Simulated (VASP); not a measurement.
Sn4C:

```
Sn C
1.0
    -3.40067    3.40067    3.40067
     3.40067   -3.40067    3.40067
     3.40067    3.40067   -3.40067
Sn C
4 1
Direct
  0.34960 0.34960 0.34960
  0.65040 0.00000 0.00000
  0.00000 0.00000 0.65040
  0.00000 0.65040 0.00000
  0.00000 0.00000 0.00000
```

The cell was built from a structure type or drawn by symmetry, and may not be a known phase.

| Property | Result |
| --- | --- |
| Program | VASP 6.6.1 |
| Task | relaxation of cell and atoms |
| Functional | PBE |
| Potentials or basis | VASP PAW PBE potentials, release 64 (Sn_d, C) |
| Cutoff | 600 eV |
| k mesh | 4 × 4 × 4 |
| Occupations | gaussian, width 0.1 eV |
| Spin | no spin polarisation |

At the start: pressure 2.0 GPa; volume 31.46 Å³/atom.

Question: Where does the relaxation end?

Answer: Over 8 steps the energy falls by 232.1 meV/atom and the volume is 26.70 Å³/atom (-15.1 %); space group I-43m (No. 217, to 0.1 Å) before and after.

Step by step:
```tsv
step	energy change (eV)	largest force (eV/Å)	pressure (GPa)	volume (Å³)
1	0.0000	2.5416	1.95	157.31
2	-0.5232	0.1808	-4.41	166.21
3	-0.5350	0.4295	-3.75	164.91
4	-0.9266	0.3360	-2.73	150.54
5	-1.1557	0.1602	0.10	134.14
6	-1.1571	0.1358	0.56	132.36
7	-1.1573	0.1452	0.39	132.97
8	-1.1606	0.0328	-0.15	133.48
```

Final structure:
```
CELL_PARAMETERS angstrom
-3.21951 3.21951 3.21951
3.21951 -3.21951 3.21951
3.21951 3.21951 -3.21951
ATOMIC_POSITIONS crystal
Sn 0.39423 0.39423 0.39423
Sn 0.60576 0.00000 0.00000
Sn 0.00000 0.00000 0.60576
Sn 0.00000 0.60576 0.00000
C 0.00000 0.00000 0.00000
```

Caveat: the volume moved by over 15 % at a fixed basis, so the end points are rough.
